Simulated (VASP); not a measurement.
# SnSe in VASP: further runs, part 2 of 2

VASP 6.6.1. The steps go on from the part before.

**3. Single point, PBEsol**

The input, INCAR:

```
SYSTEM = SnSe
PREC = Accurate ; ENCUT = 520
EDIFF = 1E-6 ; ISMEAR = -1
SIGMA = 0.05 ; LREAL = .False.
LASPH = .True. ; NELM = 80
ALGO = Normal ; ISIF = 2
LWAVE = .False. ; LCHARG = .False.
GGA = PS ; NBANDS = 28
```

The input, KPOINTS:

```
regular mesh
0
Gamma
  6 6 3
  0 0 0
```

The input, POSCAR:

```
SnSe
1.0
    4.2853274191      0.0000000000      0.0000000000
    0.0000000000      4.2853274191      0.0000000000
    0.0000000000      0.0000000000     10.9906921300
Sn Se
2 2
Direct
    0.0000000000      0.5000000000      0.6277708900
    0.5000000000      0.0000000000      0.3722291100
    0.0000000000      0.5000000000      0.3839605100
    0.5000000000      0.0000000000      0.6160394900
```

Potentials or basis: VASP PAW PBE potentials, release 64 (Sn_d, Se).

On the command line:

```bash
$ cat potpaw_PBE.64/Sn_d/POTCAR potpaw_PBE.64/Se/POTCAR > POTCAR
$ mpirun -np 1 vasp_std > vasp.out
```

OUTCAR:

```text
SYSTEM = SnSe
   PREC = Accurate
   ENCUT = 520
   EDIFF = 1E-6
   ISMEAR = -1
   LREAL = .False.
   LASPH = .True.
   NELM = 80
   ISIF = 2
   GGA = PS

 ion  position               nearest neighbor table
   1  0.000  0.500  0.628-   3 2.68   4 3.03   4 3.03   4 3.03   4 3.03
   2  0.500  0.000  0.372-   4 2.68   3 3.03   3 3.03   3 3.03   3 3.03
   3  0.000  0.500  0.384-   1 2.68   2 3.03   2 3.03   2 3.03   2 3.03
   4  0.500  0.000  0.616-   2 2.68   1 3.03   1 3.03   1 3.03   1 3.03

  LATTYP: Found a simple tetragonal cell.
 ALAT       =     4.2853274191
 C/A-ratio  =     2.5647263453

  Lattice vectors:

 A1 = (   4.2853274191,   0.0000000000,   0.0000000000)
 A2 = (   0.0000000000,   4.2853274191,   0.0000000000)
 A3 = (   0.0000000000,   0.0000000000,  10.9906921300)

Analysis of symmetry for initial positions (statically):
=====================================================================
 Subroutine PRICEL returns:
 Original cell was already a primitive cell.

 Routine SETGRP: Setting up the symmetry group for a
 simple tetragonal supercell.

[... 166 lines left out ...]

 E-fermi :   1.2348     XC(G=0):  -6.0853

 val. band max:        0.5071487830   @ k =   0.3333   0.0000   0.3333
 cond. band min:       1.9730663348   @ k =   0.3333   0.0000   0.3333
 fundamental gap:      1.4659175518
 Fermi energy:         1.2348364330

 k-point     1 :       0.0000    0.0000    0.0000
  band No.  band energies     occupation
      1     -20.4485      2.00000
      2     -20.4429      2.00000
      3     -20.4405      2.00000
      4     -20.4355      2.00000
      5     -20.4334      2.00000
      6     -20.4069      2.00000
[... 609 lines left out ...]
     27       7.0085      0.00000
     28       7.0085      0.00000

------------------------ aborting loop because EDIFF is reached ----------------------------------------

  FORCE on cell =-STRESS in cart. coord.  units (eV):
  Direction    XX          YY          ZZ          XY          YZ          ZX
  --------------------------------------------------------------------------------------
  -------------------------------------------------------------------------------------
  Total       -1.2177857     -1.2177857     -0.0571416      0.0000000     -0.0000000      0.0000000
  in kB       -9.6669262     -9.6669262     -0.4535967      0.0000000     -0.0000000      0.0000000
  external PRESSURE =      -6.5958163 kB  Pullay stress =       0.0000000 kB

 VOLUME and BASIS-vectors are now :
 -----------------------------------------------------------------------------
  energy-cutoff  :      520.00
  volume of cell :      201.83
      direct lattice vectors                 reciprocal lattice vectors
     4.285327419  0.000000000  0.000000000     0.233354398  0.000000000  0.000000000
     0.000000000  4.285327419  0.000000000     0.000000000  0.233354398  0.000000000
     0.000000000  0.000000000 10.990692130     0.000000000  0.000000000  0.090986081

 POSITION                                       TOTAL-FORCE (eV/Angst)
 -----------------------------------------------------------------------------------
      0.00000      2.14266      6.89964        -0.000000     -0.000000     -0.094158
      2.14266      0.00000      4.09106         0.000000     -0.000000      0.094158
      0.00000      2.14266      4.21999        -0.000000     -0.000000     -0.091683
      2.14266      0.00000      6.77070         0.000000      0.000000      0.091683
 -----------------------------------------------------------------------------------
    total drift:                                0.000000      0.000000      0.000000

  FREE ENERGIE OF THE ION-ELECTRON SYSTEM (eV)
  ---------------------------------------------------
  free  energy   TOTEN  =       -17.5711043964 eV

  energy  without entropy=      -17.5711042038  energy(sigma->0) =      -17.57110430
```

OSZICAR:

```text
N       E                     dE             d eps       ncg     rms          rms(c)
DAV:   1     0.342889738495E+03    0.34289E+03   -0.18505E+04  1180   0.145E+03
DAV:   2     0.296481658838E+02   -0.31324E+03   -0.30475E+03  1188   0.364E+02
DAV:   3    -0.158326958330E+02   -0.45481E+02   -0.44669E+02  1424   0.145E+02
DAV:   4    -0.180067052896E+02   -0.21740E+01   -0.21662E+01  1324   0.331E+01
DAV:   5    -0.180677219060E+02   -0.61017E-01   -0.60995E-01  1528   0.589E+00    0.446E+00
DAV:   6    -0.176128576633E+02    0.45486E+00   -0.10027E+00  1536   0.553E+00    0.273E+00
DAV:   7    -0.175831505121E+02    0.29707E-01   -0.28317E-01  1424   0.217E+00    0.112E+00
DAV:   8    -0.175716478589E+02    0.11503E-01   -0.32572E-02  1360   0.117E+00    0.237E-01
DAV:   9    -0.175681305177E+02    0.35173E-02   -0.62454E-03  1304   0.462E-01    0.124E-01
DAV:  10    -0.175676907587E+02    0.43976E-03   -0.33762E-03  1164   0.218E-01    0.509E-02
DAV:  11    -0.175690627314E+02   -0.13720E-02   -0.15459E-03  1312   0.140E-01    0.604E-02
DAV:  12    -0.175709633610E+02   -0.19006E-02   -0.72067E-04  1152   0.131E-01    0.207E-02
DAV:  13    -0.175710785748E+02   -0.11521E-03   -0.53428E-05  1164   0.422E-02    0.141E-02
DAV:  14    -0.175711044451E+02   -0.25870E-04   -0.37118E-05   968   0.332E-02    0.480E-03
DAV:  15    -0.175711043964E+02    0.48724E-07   -0.17176E-06  1164   0.780E-03
   1 F= -.17571104E+02 E0= -.17571104E+02  d E =-.192641E-06
```

stdout:

```text
POSCAR found type information on POSCAR SnSe
 POSCAR found :  2 types and       4 ions
 scaLAPACK will be used
 -----------------------------------------------------------------------------
|                                                                             |
|                                                                             |
|     You enforced a specific xc type in the INCAR file but a different       |
|     I HOPE YOU KNOW WHAT YOU ARE DOING!                                     |
|                                                                             |
 -----------------------------------------------------------------------------

 LDA part: xc-table for (Slater+PW92), standard interpolation
 POSCAR, INCAR and KPOINTS ok, starting setup
 FFT: planning ... GRIDC
 FFT: planning ... GRID_SOFT
 FFT: planning ... GRID
 WAVECAR not read
 entering main loop
```

Wall time 1.8 min (1 thread of Intel Xeon 8259CL, shared host); peak memory 0.33 GiB.

Results:

```yaml
Free_energy: -17.5711 eV
Largest_force: 0.094 eV/Å
Band_gap_on_the_k_mesh: 1.47 eV
```

Forces in eV/Å, atoms in the order of the input:
```
Sn   0.000  0.000 -0.094
Sn   0.000  0.000  0.094
Se   0.000  0.000 -0.092
Se   0.000  0.000  0.092
```

Levels at points of the mesh, in eV from the valence-band top:
| k point | band 17 | band 18 | band 19 | band 20 | band 21 | band 22 | band 23 | band 24 |
| --- | --- | --- | --- | --- | --- | --- | --- | --- |
| (0.00, 0.00, 0.00) | -2.97 | -1.63 | -1.63 | -0.21 | 1.70 | 3.76 | 3.80 | 4.45 |
| (0.50, 0.00, 0.00) | -1.45 | -1.45 | -0.19 | -0.19 | 1.56 | 1.56 | 2.12 | 2.12 |
| (0.50, 0.50, 0.00) | -3.15 | -3.15 | -1.62 | -1.62 | 3.74 | 3.74 | 4.73 | 4.73 |

Caveat: the PAW data sets were made with another functional, which shifts forces and pressure a little; spin-orbit coupling is left out, which moves the levels of the heavy elements.

**4. Single point, r2SCAN**

This run uses another cell than the first one.

The input, POSCAR:

```
SnSe
1.0
    4.1978472110      0.0000000000      0.0000000000
    0.0000000000      4.1978472110      0.0000000000
    0.0000000000      0.0000000000     10.7663293357
Sn Se
2 2
Direct
    0.0000000000      0.5000000000      0.6277708900
    0.5000000000      0.0000000000      0.3722291100
    0.0000000000      0.5000000000      0.3839605100
    0.5000000000      0.0000000000      0.6160394900
```

The input, INCAR.step1:

```
PREC = Accurate
ENCUT = 520
ISMEAR = -1
SIGMA = 0.05
LREAL = F
LASPH = T
NELM = 100
NBANDS = 28
GGA = PE
ALGO = Normal
EDIFF = 1E-4
LWAVE = T
LCHARG = F
```

The input, INCAR.step2:

```
PREC = Accurate
ENCUT = 520
EDIFF = 1E-7
ISMEAR = -1
SIGMA = 0.05
LREAL = F
LASPH = T
NELM = 100
ALGO = Normal
ISIF = 2
LWAVE = F
LCHARG = F
METAGGA = R2SCAN
LMIXTAU = T
NBANDS = 28
ISTART = 1
```

The input, KPOINTS:

```
regular mesh
0
Gamma
  6 6 3
```

On the command line:

```bash
$ cat potpaw_PBE.64/Sn_d/POTCAR potpaw_PBE.64/Se/POTCAR > POTCAR
$ cp INCAR.step1 INCAR
$ mpirun -np 1 vasp_std > vasp.out
$ cp INCAR.step2 INCAR
$ mpirun -np 1 vasp_std > vasp.out
```

Wall time 9 min (1 thread of Intel Xeon 8259CL, shared host); peak memory 0.36 GiB.

The run converged. Its results:

```yaml
Free_energy: -79.4982 eV
Largest_force: 0.495 eV/Å
Band_gap_on_the_k_mesh: 1.63 eV (least direct gap 1.69 eV)
```

Forces in eV/Å, atoms in the order of the input:
```
Sn   0.000  0.000  0.495
Sn   0.000  0.000 -0.495
Se   0.000  0.000 -0.373
Se   0.000  0.000  0.373
```

Levels at points of the mesh, in eV from the valence-band top:
```csv
k point,band 18,band 19,band 20,band 21,band 22,band 23
"(0.00, 0.00, 0.00)",-2.10,-2.10,-0.36,1.76,3.92,4.03
"(0.50, 0.00, 0.00)",-1.91,-0.21,-0.21,1.84,1.84,2.23
"(0.50, 0.50, 0.00)",-3.73,-1.98,-1.98,4.06,4.06,4.96
```

Caveat: the PAW data sets were made with another functional, which shifts forces and pressure a little; spin-orbit coupling is left out, which moves the levels of the heavy elements.

**5. Single point, r2SCAN**

This run uses another cell than the first one.

The input, POSCAR:

```
SnSe
1.0
    4.2274104894      0.0000000000      0.0000000000
    0.0000000000      4.2274104894      0.0000000000
    0.0000000000      0.0000000000     10.8421510545
Sn Se
2 2
Direct
    0.0000000000      0.5000000000      0.6277708900
    0.5000000000      0.0000000000      0.3722291100
    0.0000000000      0.5000000000      0.3839605100
    0.5000000000      0.0000000000      0.6160394900
```

The input, INCAR.step1:

```
SYSTEM = SnSe
PREC     = Accurate       ! precision mode
ENCUT    = 520            ! plane-wave cutoff, eV
ISMEAR   = -1             ! smearing method
SIGMA    = 0.05           ! smearing width, eV
LREAL    = .False.        ! projectors in reciprocal space
LASPH    = .True.         ! aspherical terms in the spheres
NELM     = 100            ! most SCF steps
NBANDS   = 28             ! bands
GGA      = PE             ! functional
ALGO     = Normal         ! electronic algorithm
EDIFF    = 1E-4           ! SCF threshold, eV
LWAVE    = .True.         ! write WAVECAR
LCHARG   = .False.        ! write CHGCAR
```

The input, INCAR.step2:

```
SYSTEM = SnSe
PREC     = Accurate       ! precision mode
ENCUT    = 520            ! plane-wave cutoff, eV
EDIFF    = 1E-6           ! SCF threshold, eV
ISMEAR   = -1             ! smearing method
SIGMA    = 0.05           ! smearing width, eV
LREAL    = .False.        ! projectors in reciprocal space
LASPH    = .True.         ! aspherical terms in the spheres
NELM     = 100            ! most SCF steps
ALGO     = Normal         ! electronic algorithm
ISIF     = 2              ! what is computed and relaxed
LWAVE    = .False.        ! write WAVECAR
LCHARG   = .False.        ! write CHGCAR
METAGGA  = R2SCAN         ! meta-GGA
LMIXTAU  = .True.       
NBANDS   = 28             ! bands
ISTART   = 1
```

The input, KPOINTS:

```
Automatic mesh
0
Gamma
  6 6 3
  0 0 0
```

On the command line:

```bash
$ cat potpaw_PBE.64/Sn_d/POTCAR potpaw_PBE.64/Se/POTCAR > POTCAR
$ cp INCAR.step1 INCAR
$ mpirun -np 1 vasp_std > vasp.out
$ cp INCAR.step2 INCAR
$ mpirun -np 1 vasp_std > vasp.out
```

Run time: 6.9 min. Hardware: 1 thread of Intel Xeon 8259CL, shared host; peak memory 0.36 GiB.

Results (log left out):

```yaml
Free_energy: -79.5396 eV
Largest_force: 0.325 eV/Å
Band_gap_on_the_k_mesh: 1.70 eV (least direct gap 1.72 eV)
```

Forces on the atoms (eV/Å):
```
Sn   0.000  0.000  0.325
Sn   0.000  0.000 -0.325
Se   0.000  0.000 -0.238
Se   0.000  0.000  0.238
```

Levels at points of the mesh, in eV from the valence-band top:
```csv
k point,band 17,band 18,band 19,band 20,band 21,band 22,band 23,band 24
"(0.00, 0.00, 0.00)",-3.43,-2.00,-2.00,-0.34,1.81,4.03,4.09,4.85
"(0.50, 0.00, 0.00)",-1.81,-1.81,-0.18,-0.18,1.84,1.84,2.26,2.26
"(0.50, 0.50, 0.00)",-3.59,-3.59,-1.91,-1.91,4.05,4.05,5.04,5.04
```

Caveat: the PAW data sets were made with another functional, which shifts forces and pressure a little; spin-orbit coupling is left out, which moves the levels of the heavy elements.

**6. Single point, r2SCAN**

This run uses another cell than the first one.

The input, POSCAR:

```
SnSe
1.0
    4.2565659658      0.0000000000      0.0000000000
    0.0000000000      4.2565659658      0.0000000000
    0.0000000000      0.0000000000     10.9169268730
Sn Se
2 2
Direct
    0.0000000000      0.5000000000      0.6277708900
    0.5000000000      0.0000000000      0.3722291100
    0.0000000000      0.5000000000      0.3839605100
    0.5000000000      0.0000000000      0.6160394900
```

The input, INCAR.step1:

```
SYSTEM = SnSe
PREC = Accurate
ENCUT = 520
ISMEAR = -1
SIGMA = 0.05
LREAL = .FALSE.
LASPH = .TRUE.
NELM = 100
NBANDS = 28
GGA = PE
ALGO = Normal
EDIFF = 1E-4
LWAVE = .TRUE.
LCHARG = .FALSE.
```

The input, INCAR.step2:

```
SYSTEM = SnSe
PREC = Accurate
ENCUT = 520
EDIFF = 1E-6
ISMEAR = -1
SIGMA = 0.05
LREAL = .FALSE.
LASPH = .TRUE.
NELM = 100
ALGO = Normal
ISIF = 2
LWAVE = .FALSE.
LCHARG = .FALSE.
METAGGA = R2SCAN
LMIXTAU = .TRUE.
NBANDS = 28
ISTART = 1
```

The input, KPOINTS:

```
regular mesh
0
G
  6 6 3
  0 0 0
```

Potentials or basis: VASP PAW PBE potentials, release 64 (Sn_d, Se).

On the command line:

```bash
$ cat potpaw_PBE.64/Sn_d/POTCAR potpaw_PBE.64/Se/POTCAR > POTCAR
$ cp INCAR.step1 INCAR
$ mpirun -np 1 vasp_std > vasp.out
$ cp INCAR.step2 INCAR
$ mpirun -np 1 vasp_std > vasp.out
```

OUTCAR:

```text
SYSTEM = SnSe
   PREC = Accurate
   ENCUT = 520
   EDIFF = 1E-6
   ISMEAR = -1
   LREAL = .FALSE.
   LASPH = .TRUE.
   NELM = 100
   ISIF = 2
   METAGGA = R2SCAN
   ISTART = 1

 ion  position               nearest neighbor table
   1  0.000  0.500  0.628-   3 2.66   4 3.01   4 3.01   4 3.01   4 3.01
   2  0.500  0.000  0.372-   4 2.66   3 3.01   3 3.01   3 3.01   3 3.01
   3  0.000  0.500  0.384-   1 2.66   2 3.01   2 3.01   2 3.01   2 3.01
   4  0.500  0.000  0.616-   2 2.66   1 3.01   1 3.01   1 3.01   1 3.01
[... 816 lines left out ...]
  Direction    XX          YY          ZZ          XY          YZ          ZX
  --------------------------------------------------------------------------------------
  -------------------------------------------------------------------------------------
  Total        0.7690203      0.7690203      0.7101525      0.0000000      0.0000000      0.0000000
  in kB        6.2291567      6.2291567      5.7523207      0.0000000      0.0000000      0.0000000
  external PRESSURE =       6.0702114 kB  Pullay stress =       0.0000000 kB

 VOLUME and BASIS-vectors are now :
 -----------------------------------------------------------------------------
  energy-cutoff  :      520.00
  volume of cell :      197.80
      direct lattice vectors                 reciprocal lattice vectors
     4.256565966  0.000000000  0.000000000     0.234931165  0.000000000  0.000000000
     0.000000000  4.256565966  0.000000000     0.000000000  0.234931165  0.000000000
     0.000000000  0.000000000 10.916926873     0.000000000  0.000000000  0.091600870

 POSITION                                       TOTAL-FORCE (eV/Angst)
 -----------------------------------------------------------------------------------
      0.00000      2.12828      6.85333         0.000000      0.000000      0.165248
      2.12828      0.00000      4.06360         0.000000     -0.000000     -0.165248
      0.00000      2.12828      4.19167        -0.000000     -0.000000     -0.114327
      2.12828      0.00000      6.72526         0.000000     -0.000000      0.114327
 -----------------------------------------------------------------------------------
    total drift:                                0.000000      0.000000      0.000000

  FREE ENERGIE OF THE ION-ELECTRON SYSTEM (eV)
  ---------------------------------------------------
  free  energy   TOTEN  =       -79.5637277299 eV

  energy  without entropy=      -79.5637277158  energy(sigma->0) =      -79.56372772
```

OSZICAR.step1:

```text
N       E                     dE             d eps       ncg     rms          rms(c)
DAV:   1     0.342911470592E+03    0.34291E+03   -0.18827E+04  1168   0.147E+03
DAV:   2     0.284439325475E+02   -0.31447E+03   -0.30693E+03  1232   0.366E+02
DAV:   3    -0.147788480663E+02   -0.43223E+02   -0.42232E+02  1364   0.143E+02
DAV:   4    -0.166685918583E+02   -0.18897E+01   -0.18835E+01  1364   0.321E+01
DAV:   5    -0.167227284985E+02   -0.54137E-01   -0.54122E-01  1528   0.567E+00    0.467E+00
DAV:   6    -0.162643054119E+02    0.45842E+00   -0.10015E+00  1540   0.515E+00    0.291E+00
DAV:   7    -0.162396364457E+02    0.24669E-01   -0.31557E-01  1392   0.223E+00    0.121E+00
DAV:   8    -0.162288012694E+02    0.10835E-01   -0.34100E-02  1288   0.121E+00    0.250E-01
DAV:   9    -0.162248248828E+02    0.39764E-02   -0.60738E-03  1304   0.467E-01    0.124E-01
DAV:  10    -0.162234276042E+02    0.13973E-02   -0.27577E-03  1040   0.197E-01    0.489E-02
DAV:  11    -0.162240937679E+02   -0.66616E-03   -0.15682E-03   992   0.158E-01    0.623E-02
DAV:  12    -0.162252075574E+02   -0.11138E-02   -0.46711E-04   952   0.119E-01    0.149E-02
DAV:  13    -0.162253015354E+02   -0.93978E-04   -0.62009E-05   860   0.549E-02
   1 F= -.16225302E+02 E0= -.16225301E+02  d E =-.147972E-06
```

Wall time 9 min (1 thread of Intel Xeon 8259CL, shared host); peak memory 0.37 GiB.

What came out:

| Quantity | Value |
| --- | --- |
| Free energy | -79.5637 eV |
| Largest force | 0.165 eV/Å |
| Band gap on the k mesh | 1.75 eV |

Forces in eV/Å, atoms in the order of the input:
```
Sn   0.000  0.000  0.165
Sn   0.000  0.000 -0.165
Se   0.000  0.000 -0.114
Se   0.000  0.000  0.114
```

Caveat: the PAW data sets were made with another functional, which shifts forces and pressure a little; spin-orbit coupling is left out, which moves the levels of the heavy elements.

**7. Overview**

| level | potentials or basis | cell | gap on the mesh (eV) | largest force (eV/Å) |
| --- | --- | --- | --- | --- |
| LDA | VASP PAW LDA potentials, release 64 (Sn_d, Se) | a = 4.285, b = 4.285, c = 10.991 Å, 4 atoms | 1.45 | 0.22 |
| PBEsol | VASP PAW PBE potentials, release 64 (Sn_d, Se) | a = 4.285, b = 4.285, c = 10.991 Å, 4 atoms | 1.47 | 0.09 |
| r2SCAN | VASP PAW PBE potentials, release 64 (Sn_d, Se) | a = 4.198, b = 4.198, c = 10.766 Å, 4 atoms | 1.63 | 0.50 |
| r2SCAN | VASP PAW PBE potentials, release 64 (Sn_d, Se) | a = 4.227, b = 4.227, c = 10.842 Å, 4 atoms | 1.70 | 0.32 |
| r2SCAN | VASP PAW PBE potentials, release 64 (Sn_d, Se) | a = 4.257, b = 4.257, c = 10.917 Å, 4 atoms | 1.75 | 0.17 |

Alike in all rows: task single point; no spin polarisation; k mesh 6 × 6 × 3; cutoff (eV) 520; smearing fermi-dirac 0.05 eV.

Caveats: spin-orbit coupling is left out, which moves the levels of the heavy elements; the PAW data sets were made with another functional, which shifts forces and pressure a little (at least some runs).

Absolute energies hang on the potentials; compare differences alone.
